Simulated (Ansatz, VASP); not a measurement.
# One calculation of GaAs, two programs

The input INCAR:

```
  ALGO = Normal
  EDIFF = 1E-7
  ENCUT = 520
  GGA = PE
  ISIF = 2
  ISMEAR = -1
  LASPH = T
  LCHARG = F
  LREAL = F
  LWAVE = F
  NBANDS = 16
  NELM = 60
  PREC = Accurate
  SIGMA = 0.02
```

File KPOINTS:

```
k-points
0
Gamma
  8 8 8
```

The input POSCAR:

```
GaAs
1.0
    0.0000000000      2.9180776483      2.7593695201
    2.9180776483      0.0000000000      2.7593695201
    2.9180776483      2.9180776483      0.0000000000
Ga As
1 1
Direct
    0.0000000000      0.0000000000      0.0000000000
    0.2500000000      0.2500000000      0.2500000000
```

Input for Ansatz:

```yaml
crystal:
  lattice:
    - [0.0, 2.9180776483, 2.7593695201]
    - [2.9180776483, 0.0, 2.7593695201]
    - [2.9180776483, 2.9180776483, 0.0]
  atoms:
    - { symbol: Ga, position: [0.0, 0.0, 0.0] }
    - { symbol: As, position: [0.25, 0.25, 0.25] }
kpoints:
  mp_grid: { grid: [8, 8, 8] }
  band_path:
    path:
      - [0.0, 0.0, 0.0]
      - [-0.5, -0.5, 0.0]
      - [-0.375, -0.375, 0.25]
      - [-0.375, 0.0, 0.375]
      - [0.0, 0.0, 0.5]
      - [-0.5, -0.25, 0.25]
    npoints: 1
hamiltonian:
  xc: pbe
scf:
  occupations: { method: fermi_dirac, width: 0.02 }
  n_extra_bands: 4
output:
  forces: true
  stress: true
  eigenvalues: true
  write_density: true
  write_potential: true
  elf: true
  volumetric_format: npy
```

Change from the starting cell: epitaxial_xy strain +3.0%.

Alike in both runs: task single point; functional PBE; k mesh 8 × 8 × 8; occupations fermi-dirac, width 0.02 eV; no spin polarisation.

|  | VASP | Ansatz |
| --- | --- | --- |
| version | VASP 6.6.1 | Ansatz 0.2.0 |
| potentials or method | VASP PAW PBE potentials, release 64 (Ga_d, As) | plane waves, PAW |
| plane-wave cutoff (eV) | 520 | 420 |
| valence electrons in the cell | 18 | 28 |

|  | VASP | Ansatz | Ansatz less VASP |
| --- | --- | --- | --- |
| pressure (GPa) | 0.7 | 0.5 | -0.17 |
| traceless stress, the component that is largest in VASP (GPa) | 1.93 | 1.94 | +0.006 |

The functional is the same, so the differences come from potentials, cutoffs and numerics. VASP's potentials hold 18 valence electrons a cell and Ansatz's 28, so a difference there can come from the potentials and not from the codes.
